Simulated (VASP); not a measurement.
Here is a VASP 6.6.1 calculation.

File POSCAR:

```
KBr
1.0
    0.0000000000      3.3912750000      3.1937250000
    3.3912750000      0.0000000000      3.1937250000
    3.3912750000      3.3912750000      0.0000000000
K Br
1 1
Direct
    0.0000000000      0.0000000000      0.0000000000
    0.5000000000      0.5000000000      0.5000000000
```

File INCAR.step1:

```
SYSTEM = KBr
PREC = Accurate ; ENCUT = 520
ISMEAR = 0 ; SIGMA = 0.05
LREAL = .False. ; LASPH = .True.
NELM = 100 ; NBANDS = 15
GGA = PE ; ALGO = Normal
EDIFF = 1E-4 ; LWAVE = .True.
LCHARG = .False.
```

INCAR.step2

```
SYSTEM = KBr
PREC = Accurate ; ENCUT = 520
EDIFF = 1E-7 ; ISMEAR = 0
SIGMA = 0.05 ; LREAL = .False.
LASPH = .True. ; NELM = 100
ALGO = Normal ; ISIF = 2
LWAVE = .False. ; LCHARG = .True.
METAGGA = R2SCAN ; LMIXTAU = .True.
LELF = .True. ; LVHAR = .True.
NBANDS = 15 ; ISTART = 1
```

KPOINTS

```
regular mesh
0
Gamma
  6 6 6
  0 0 0
```

Potentials or basis: VASP PAW PBE potentials, release 64 (K_sv, Br).

Command:

```console
$ cat potpaw_PBE.64/K_sv/POTCAR potpaw_PBE.64/Br/POTCAR > POTCAR
$ cp INCAR.step1 INCAR
$ mpirun -np 1 vasp_std > vasp.out
$ cp INCAR.step2 INCAR
$ mpirun -np 1 vasp_std > vasp.out
```

(1) Predict the pressure.

(2) Predict the band gap on the k mesh.

Answers

(1) -0.1 GPa.

(2) 4.99 eV.

Caveat: the cell differs from its parent crystal (strain +0.030 along x and y, -0.030 along z); the PAW data sets were made with another functional, which shifts forces and pressure a little.
